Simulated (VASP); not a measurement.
# Al (Im-3m) in VASP: a series of runs

Al is run at these levels: PBE, RPBE+D4, PBEsol; tasks: single point.

Everything below comes from runs of VASP 6.6.1. Logs are shortened: lines on timing, memory, paths and dates and some standing lists are left out, and cuts for length are marked.

## Step 1: The cell of the first run

Symmetry: Im-3m, No. 229, cubic system. Conventional cell: a = 3.182 Å, b = 3.182 Å, c = 3.182 Å, α = 90.00°, β = 90.00°, γ = 90.00°. Within 3.6 Å of Al (site symmetry m-3m) lie 14 Al at 2.76 to 3.18 Å.

## Step 2: Single point, PBE

Contents of INCAR:

```
PREC = Accurate
ENCUT = 520
EDIFF = 1E-7
ISMEAR = -1
SIGMA = 0.04
LREAL = F
LASPH = T
NELM = 80
ALGO = Normal
ISIF = 2
LWAVE = F
LCHARG = F
GGA = PE
NBANDS = 8
```

Contents of KPOINTS:

```
regular mesh
0
Gamma
  5 5 5
```

Contents of POSCAR:

```
Al
1.0
   -1.5912186900      1.5912186900      1.5912186900
    1.5912186900     -1.5912186900      1.5912186900
    1.5912186900      1.5912186900     -1.5912186900
Al
1
Direct
    0.0000000000      0.0000000000      0.0000000000
```

Potentials or basis: VASP PAW PBE potentials, release 64 (Al).

The run is started by

```sh
cat potpaw_PBE.64/Al/POTCAR > POTCAR
mpirun -np 1 vasp_std > vasp.out
```

OUTCAR:

```text
PREC = Accurate
   ENCUT = 520
   EDIFF = 1E-7
   ISMEAR = -1
   LREAL = F
   LASPH = T
   NELM = 80
   ISIF = 2
   GGA = PE

 ion  position               nearest neighbor table
   1  0.000  0.000  0.000-

  LATTYP: Found a body centered cubic cell.
 ALAT       =     3.1824373800

  Lattice vectors:

 A1 = (  -1.5912186900,   1.5912186900,   1.5912186900)
 A2 = (   1.5912186900,  -1.5912186900,   1.5912186900)
 A3 = (   1.5912186900,   1.5912186900,  -1.5912186900)

Analysis of symmetry for initial positions (statically):
=====================================================================
 Subroutine PRICEL returns:
 Original cell was already a primitive cell.

 Routine SETGRP: Setting up the symmetry group for a
 body centered cubic supercell.

 Subroutine GETGRP returns: Found 48 space group operations
[... 9 lines left out ...]

 Routine SETGRP: Setting up the symmetry group for a
 body centered cubic supercell.

 Subroutine GETGRP returns: Found 48 space group operations
[... 11 lines left out ...]
                                     Primitive cell

  volume of cell :      16.1157

  direct lattice vectors                    reciprocal lattice vectors
    -1.591218690  1.591218690  1.591218690     0.000000000  0.314224565  0.314224565
     1.591218690 -1.591218690  1.591218690     0.314224565  0.000000000  0.314224565
     1.591218690  1.591218690 -1.591218690     0.314224565  0.314224565  0.000000000

  length of vectors
     2.756071617  2.756071617  2.756071617     0.444380641  0.444380641  0.444380641

  position of ions in fractional coordinates (direct lattice)
     0.000000000  0.000000000  0.000000000

  ion indices of the primitive-cell ions
   primitive index   ion index
                 1           1

----------------------------------------------------------------------------------------

 KPOINTS: regular mesh

Automatic generation of k-mesh.
 Grid dimensions read from file:
 generate k-points for:    5    5    5

 Generating k-lattice:

  Cartesian coordinates                     Fractional coordinates (reciprocal lattice)
     0.000000000  0.062844913  0.062844913     0.200000000  0.000000000  0.000000000
     0.062844913  0.000000000  0.062844913     0.000000000  0.200000000  0.000000000
     0.062844913  0.062844913  0.000000000     0.000000000  0.000000000  0.200000000

  Length of vectors
     0.088876128  0.088876128  0.088876128

  Shift w.r.t. Gamma in fractional coordinates (k-lattice)
     0.000000000  0.000000000  0.000000000

 Subroutine IBZKPT returns following result:
 ===========================================

 Found     10 irreducible k-points:

 Following reciprocal coordinates:
            Coordinates               Weight
  0.000000  0.000000  0.000000      1.000000
  0.200000  0.000000  0.000000     12.000000
  0.400000  0.000000  0.000000     12.000000
  0.200000  0.200000  0.000000     24.000000
  0.400000  0.200000 -0.000000     24.000000
  0.200000  0.200000  0.200000      8.000000
 -0.200000  0.200000  0.200000      6.000000
 -0.400000  0.400000  0.200000     24.000000
 -0.400000 -0.400000  0.200000      8.000000
 -0.400000  0.400000  0.400000      6.000000
   k-points           NKPTS =     10   k-points in BZ     NKDIM =     10   number of bands    NBANDS=      8
   number of dos      NEDOS =    301   number of ions     NIONS =      1
   total plane-waves  NPLWV =   8000
   dimension x,y,z NGX =    20 NGY =   20 NGZ =   20
   dimension x,y,z NGXF=    40 NGYF=   40 NGZF=   40
   ions per type =               1
   NGX,Y,Z   is equivalent  to a cutoff of  12.06, 12.06, 12.06 a.u.
   NGXF,Y,Z  is equivalent  to a cutoff of  24.13, 24.13, 24.13 a.u.
 SYSTEM =  unknown system
   PREC   = accura    normal or accurate (medium, high low for compatibility)
   ISTART =      0    job   : 0-new  1-cont  2-samecut
   ICHARG =      2    charge: 1-file 2-atom 10-const
   ISPIN  =      1    spin polarized calculation?
   LNONCOLLINEAR =      F non collinear calculations
   LSORBIT =      F    spin-orbit coupling
   LASPH  =      T    aspherical Exc in radial PAW
   ENCUT  =  520.0 eV  38.22 Ry    6.18 a.u.   5.12  5.12  5.12*2*pi/ulx,y,z
   NELM   =     80;   NELMIN=  2; NELMDL= -5     # of ELM steps
   EDIFF  = 0.1E-06   stopping-criterion for ELM
   LREAL  =      F    real-space projection
   EDIFFG = 0.1E-05   stopping-criterion for IOM
   NSW    =      0    number of steps for IOM
   IBRION =     -1    ionic relax: 0-MD 1-quasi-New 2-CG
   NFREE  =      0    steps in history (QN), initial steepest desc. (CG)
   ISIF   =      2    stress and relaxation
   ISYM   =      2    0-nonsym 1-usesym 2-fastsym
   POTIM  = 0.5000    time-step for ionic-motion
   TEBEG  =    0.0;   TEEND  =   0.0 temperature during run
   PSTRESS=    0.0 pullay stress
   NELECT =       3.0000    total number of electrons
   NUPDOWN=      -1.0000    fix difference up-down
   EMIN   =  10.00;   EMAX   =-10.00  energy-range for DOS
   EFERMI =   0.00;   METHOD = LEGACY
   ISMEAR =    -1;   SIGMA  =   0.04  broadening in eV -4-tet -1-fermi 0-gaus
   EFERMI_NEDOS =   21; number of points for ismear=-14 and -15
   IALGO  =     38    algorithm
   IMIX   =      4    mixing-type and parameters
     AMIX     =   0.40;   BMIX     =  1.00
     AMIX_MAG =   1.60;   BMIX_MAG =  1.00
  volume/ion in A,a.u.               =      16.12       108.75
  Fermi-wavevector in a.u.,A,eV,Ry     =   0.934757  1.766435 11.888371  0.873771
  Thomas-Fermi vector in A             =   2.061595
   LORBIT       =      0    0 simple, 1 ext, 2 COOP (PROOUT), +10 PAW based schemes
   GGA     = PE    functional components
   LHFCALC =     F    Hartree Fock is set to
   AEXX    =    0.0000 exact exchange contribution
   IVDW    =     0    specifies the selected vdW correction
   LEPSILON=     F    determine dielectric tensor
   LRPA    =     F    only Hartree local field effects (RPA)
 non-spin polarized calculation
  energy-cutoff  :      520.00
  volume of cell :       16.12
 maximum number of plane-waves:       442
   NGX = 11   NGY = 11   NGZ = 11

 number of electron       3.0000000 magnetization

 Free energy of the ion-electron system (eV)
  ---------------------------------------------------
  ext. energy  EPLUGINS =         0.00000000
  ---------------------------------------------------
  free energy    TOTEN  =        -3.64424671 eV

  energy without entropy =       -3.63371829  energy(sigma->0) =       -3.63898250

 E-fermi :   8.2252     XC(G=0): -10.2845

 val. band max:        7.8134260937   @ k =  -0.4000  -0.4000   0.2000
 cond. band min:       8.2352495464   @ k =  -0.4000   0.4000   0.2000
 fundamental gap:      0.4218234527
 Fermi energy:         8.2251988014

 k-point     1 :       0.0000    0.0000    0.0000
  band No.  band energies     occupation
      1      -3.0432      2.00000
      2      21.6669      0.00000
      3      21.6669      0.00000
      4      21.6669      0.00000
      5      23.3142      0.00000
      6      23.3142      0.00000
      7      23.3142      0.00000
      8      24.7558      0.00000

 k-point     2 :       0.2000    0.0000    0.0000
  band No.  band energies     occupation
      1      -1.8780      2.00000
      2      14.6423      0.00000
      3      18.6535      0.00000
      4      18.9957      0.00000
      5      20.6228      0.00000
      6      21.9003      0.00000
      7      25.4979      0.00000
      8      25.6150      0.00000

 k-point     3 :       0.4000    0.0000    0.0000
  band No.  band energies     occupation
      1       1.5589      2.00000
      2       7.1653      2.00000
      3      16.8305      0.00000
      4      16.8561      0.00000
      5      18.6503      0.00000
      6      20.1278      0.00000
      7      28.1688      0.00000
      8      29.0566      0.00000

 k-point     4 :       0.2000    0.2000    0.0000
  band No.  band energies     occupation
      1       0.4234      2.00000
      2      11.1598      0.00000
      3      11.8413      0.00000
      4      16.8136      0.00000
      5      22.1314      0.00000
      6      22.6385      0.00000
      7      27.3491      0.00000
      8      27.4682      0.00000

 k-point     5 :       0.4000    0.2000   -0.0000
  band No.  band energies     occupation
      1       4.6558      2.00000
      2       5.2126      2.00000
      3      10.4690      0.00000
      4      15.8305      0.00000
      5      21.4427      0.00000
      6      25.2039      0.00000
      7      26.2799      0.00000
      8      28.5407      0.00000

 k-point     6 :       0.2000    0.2000    0.2000
  band No.  band energies     occupation
      1       3.7970      2.00000
      2       8.9941      0.00000
      3       8.9941      0.00000
      4      10.2579      0.00000
      5      28.8202      0.00000
      6      28.8202      0.00000
      7      29.3749      0.00000
      8      29.3749      0.00000

 k-point     7 :      -0.2000    0.2000    0.2000
  band No.  band energies     occupation
      1      -0.7222      2.00000
      2      14.7608      0.00000
      3      14.7608      0.00000
      4      16.4621      0.00000
      5      17.8785      0.00000
      6      23.9499      0.00000
      7      26.4756      0.00000
      8      26.4756      0.00000

 k-point     8 :      -0.4000    0.4000    0.2000
  band No.  band energies     occupation
      1       2.6858      2.00000
      2       8.2352      0.87502
      3      12.7199      0.00000
      4      14.9679      0.00000
      5      19.2967      0.00000
      6      23.0480      0.00000
      7      23.7276      0.00000
      8      26.9990      0.00000

 k-point     9 :      -0.4000   -0.4000    0.2000
  band No.  band energies     occupation
      1       6.8241      2.00000
      2       6.8241      2.00000
      3       7.8134      1.99993
      4      17.8218      0.00000
      5      17.8218      0.00000
      6      19.0245      0.00000
      7      23.4378      0.00000
      8      32.6347      0.00000

 k-point    10 :      -0.4000    0.4000    0.4000
  band No.  band energies     occupation
      1       5.9997      2.00000
      2      10.6727      0.00000
      3      10.6727      0.00000
      4      11.7866      0.00000
      5      13.5456      0.00000
      6      17.4277      0.00000
      7      30.5724      0.00000
      8      31.7187      0.00000

------------------------ aborting loop because EDIFF is reached ----------------------------------------

  FORCE on cell =-STRESS in cart. coord.  units (eV):
  Direction    XX          YY          ZZ          XY          YZ          ZX
  --------------------------------------------------------------------------------------
  -------------------------------------------------------------------------------------
  Total        0.5704842      0.5704842      0.5704842      0.0000000      0.0000000      0.0000000
  in kB       56.7158735     56.7158735     56.7158735      0.0000000      0.0000000      0.0000000
  external PRESSURE =      56.7158735 kB  Pullay stress =       0.0000000 kB

 VOLUME and BASIS-vectors are now :
 -----------------------------------------------------------------------------
  energy-cutoff  :      520.00
  volume of cell :       16.12
      direct lattice vectors                 reciprocal lattice vectors
    -1.591218690  1.591218690  1.591218690     0.000000000  0.314224565  0.314224565
     1.591218690 -1.591218690  1.591218690     0.314224565  0.000000000  0.314224565
     1.591218690  1.591218690 -1.591218690     0.314224565  0.314224565  0.000000000

 POSITION                                       TOTAL-FORCE (eV/Angst)
 -----------------------------------------------------------------------------------
      0.00000      0.00000      0.00000         0.000000      0.000000     -0.000000
 -----------------------------------------------------------------------------------
    total drift:                                0.000000      0.000000      0.000000

  FREE ENERGIE OF THE ION-ELECTRON SYSTEM (eV)
  ---------------------------------------------------
  free  energy   TOTEN  =        -3.6442467117 eV

  energy  without entropy=       -3.6337182851  energy(sigma->0) =       -3.63898250
```

It took 1.2 s on 1 thread of AMD EPYC 9R45 (Zen 5), shared host; peak memory 0.08 GiB.

Results:

```
Free energy : -3.6442 eV
Pressure    : 5.7 GPa
```

Caveat: the k points lie up to 0.56 Å⁻¹ apart.

(Part 1 of 3 ends here.)
